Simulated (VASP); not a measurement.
Sb: single point with HF

Crystal: Sb.

```
CELL_PARAMETERS angstrom
0.00000 2.43367 2.43367
2.43367 0.00000 2.43367
2.43367 2.43367 0.00000
ATOMIC_POSITIONS crystal
Sb 0.00000 0.00000 0.00000
```

This isn't the form of Sb at room conditions, which is rhombohedral.

| Property | Result |
| --- | --- |
| Program | VASP 6.6.1 |
| Task | single point |
| Functional | HF |
| Potentials or basis | VASP PAW PBE potentials, release 64 (Sb) |
| Cutoff | 520 eV |
| k mesh | 5 × 5 × 5 |
| Occupations | fermi-dirac, width 0.05 eV |
| Spin | no spin polarisation |
| Dipole correction | no |
| Grid for exact exchange (PRECFOCK) | Normal |
| Further INCAR settings | ALGO = Normal; EDIFF = 1e-07; NBANDS = 8 |
| Share of exact exchange | 1 |

```json
{
 "Pressure": "-18.3 GPa",
 "Band gap on the k mesh": "zero (an odd number of electrons rules out a gap without spin polarisation)"
}
```

Levels at points of the mesh, in eV from the Fermi level:
```
           k point  band 1  band 2  band 3  band 4  band 5  band 6  band 7
(0.00, 0.00, 0.00)  -11.62    5.67    5.67    5.67   21.49   21.49   21.49
```

It took 120 s on 1 thread of Intel(R) Xeon(R) Platinum 8488C (Sapphire Rapids), with other jobs on the host, peak memory 0.16 GiB.

Caveat: the k points lie up to 0.45 Å⁻¹ apart, too coarse for converged energies and pressures of a metal; the PAW data sets were made with another functional, which shifts forces and pressure a little; spin-orbit coupling is left out, which moves the levels of the heavy elements.
